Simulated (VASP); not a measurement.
Here is a VASP 6.6.1 calculation.

INCAR

```
ALGO = Normal
EDIFF = 1E-8
ENCUT = 520
GGA = PE
ISIF = 2
ISMEAR = 0
LASPH = True
LCHARG = False
LEFG = True
LREAL = Auto
LWAVE = False
NBANDS = 126
NELM = 100
PREC = Accurate
SIGMA = 0.01
```

File KPOINTS:

```
k-points
0
Gamma
  4 4 2
```

POSCAR

```
ZnS
1.0
    5.7340500000      3.3105553110      0.0000000000
   -5.7340500000      3.3105553110      0.0000000000
    0.0000000000      0.0000000000     12.5200000000
Zn S
12 12
Direct
    0.0000000000      0.0000000000      0.0000367430
    0.3333333333      0.6666666667      0.0000367430
    0.6666666667      0.3333333333      0.0000367430
    0.0000000000      0.0000000000      0.5000367430
    0.3333333333      0.6666666667      0.5000367430
    0.6666666667      0.3333333333      0.5000367430
    0.3333333333      0.3333333333      0.2500350258
    0.6666666667      0.0000000000      0.2500350258
    0.0000000000      0.6666666667      0.2500350258
    0.3333333333      0.0000000000      0.7500350258
    0.6666666667      0.6666666667      0.7500350258
    0.0000000000      0.3333333333      0.7500350258
    0.0000000000      0.0000000000      0.1873400115
    0.3333333333      0.6666666667      0.1873400115
    0.6666666667      0.3333333333      0.1873400115
    0.0000000000      0.0000000000      0.6873400115
    0.3333333333      0.6666666667      0.6873400115
    0.6666666667      0.3333333333      0.6873400115
    0.3333333333      0.3333333333      0.4375882198
    0.6666666667      0.0000000000      0.4375882198
    0.0000000000      0.6666666667      0.4375882198
    0.3333333333      0.0000000000      0.9375882198
    0.6666666667      0.6666666667      0.9375882198
    0.0000000000      0.3333333333      0.9375882198
```

Potentials or basis: VASP PAW PBE potentials, release 64 (Zn, S).

Launch:

```bash
$ cat potpaw_PBE.64/Zn/POTCAR potpaw_PBE.64/S/POTCAR > POTCAR
$ mpirun -np 1 vasp_std > vasp.out
```

(1) What does it give for the pressure?

(2) Estimate the band gap on the k mesh.

(3) What does it give for the largest force?

Answers

(1) 1.5 GPa.

(2) 2.13 eV.

(3) 0.019 eV/Å.

Caveat: without QUAD_EFG the Cq values of the log hold for a quadrupole moment of 1 mb, not for the nuclei.
